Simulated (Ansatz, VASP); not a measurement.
BN: VASP beside Ansatz

The input POSCAR:

```
BN
1.0
    2.4622113775      0.0000000000      0.0000000000
   -1.2311056887      2.1323376024      0.0000000000
    0.0000000000      0.0000000000      5.2767837078
B N
2 2
Direct
    0.3333333333      0.6666666667      0.2500000000
    0.6666666667      0.3333333333      0.7500000000
    0.3333333333      0.6666666667      0.7500000000
    0.6666666667      0.3333333333      0.2500000000
```

The input INCAR.step1:

```
ALGO = Normal
EDIFF = 1E-4
ENCUT = 520
GGA = PE
ISMEAR = 0
LASPH = T
LCHARG = F
LREAL = F
LWAVE = T
NBANDS = 16
NELM = 100
PREC = Accurate
SIGMA = 0.02
```

Contents of INCAR.step2:

```
ALGO = Normal
EDIFF = 1E-6
ENCUT = 520
ISIF = 2
ISMEAR = 0
ISTART = 1
LASPH = T
LCHARG = F
LMIXTAU = T
LREAL = F
LWAVE = F
METAGGA = R2SCAN
NBANDS = 16
NELM = 100
PREC = Accurate
SIGMA = 0.02
```

The input KPOINTS:

```
k-points
0
Gamma
  12 12 4
```

Input for Ansatz:

```yaml
crystal:
  lattice:
    - [2.4622113775, 0.0, 0.0]
    - [-1.2311056887, 2.1323376024, 0.0]
    - [0.0, 0.0, 5.2767837078]
  atoms:
    - { symbol: B, position: [0.3333333333, 0.6666666667, 0.25] }
    - { symbol: B, position: [0.6666666667, 0.3333333333, 0.75] }
    - { symbol: "N", position: [0.3333333333, 0.6666666667, 0.75] }
    - { symbol: "N", position: [0.6666666667, 0.3333333333, 0.25] }
basis:
  ecutwfc: 500
kpoints:
  mp_grid: { grid: [12, 12, 4] }
  band_path: { path: [VBM, CBM], npoints: 2 }
hamiltonian:
  xc: r2scan
scf:
  occupations: { method: gaussian, width: 0.02 }
output:
  forces: true
  stress: true
  eigenvalues: true
checkpoint:
  read: start.run
  write: ck
  compress: false
  write_wavefunctions: false
  write_every: 100000
```

Alike in both runs: task single point; functional r2SCAN; k mesh 12 × 12 × 4; occupations gaussian, width 0.02 eV; no spin polarisation.

|  | VASP | Ansatz |
| --- | --- | --- |
| version | VASP 6.6.1 | Ansatz 0.2.0 |
| potentials or method | VASP PAW PBE potentials, release 64 (B, N), cutoff 520 eV | scalar-relativistic, plane waves, PAW |
| valence electrons in the cell | 16 | 16 |

```tsv
	VASP	Ansatz	Ansatz less VASP
gap on the k mesh at the Fermi level (eV)	4.59	4.54	-0.047
least direct gap on the mesh (eV)	5.08	5.03	-0.048
pressure (GPa)	25.5	25.0	-0.55
traceless stress, the component that is largest in VASP (GPa)	-0.89	0.00	+0.891
```

VASP's potentials were made for PBE, not for r2SCAN.
